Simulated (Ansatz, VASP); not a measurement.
# TaN in VASP and in Ansatz

```
CELL_PARAMETERS angstrom
3.15141 0.00000 0.00000
-1.57571 2.72920 0.00000
0.00000 0.00000 6.10292
ATOMIC_POSITIONS crystal
Ta 0.33333 0.66667 0.03062
Ta 0.66667 0.33333 0.53062
N 0.33333 0.66667 0.35438
N 0.66667 0.33333 0.85438
```

Alike in both runs: task relaxation of cell and atoms; functional PBE; k mesh 18 × 18 × 8; occupations gaussian, width 0.1 eV; no spin polarisation.

|  | VASP | Ansatz |
| --- | --- | --- |
| version | VASP 6.6.1 | Ansatz 0.2.0 |
| potentials or method | VASP PAW PBE potentials, release 64 (Ta_pv, N), cutoff 600 eV | scalar-relativistic, plane waves, PAW |
| valence electrons in the cell | 32 | 36 |

Ansatz gave:

| Property | Result |
| --- | --- |
| gap on the k mesh at the Fermi level, each at its own relaxed structure (eV) | none |
| relaxed volume (Å³/atom) | 13.13 |
| relaxed cell length with the largest relative difference (Å) | 6.105 |

Question: Estimate VASP's values.

Answer: gap on the k mesh at the Fermi level, each at its own relaxed structure (eV): none; relaxed volume (Å³/atom): 13.15; relaxed cell length with the largest relative difference (Å): 6.111.

A gap of «none» marks a metal or a gap that the smearing closes. VASP's potentials hold 32 valence electrons a cell and Ansatz's 36, so a difference there can come from the potentials and not from the codes.

Spin-orbit coupling is off throughout.
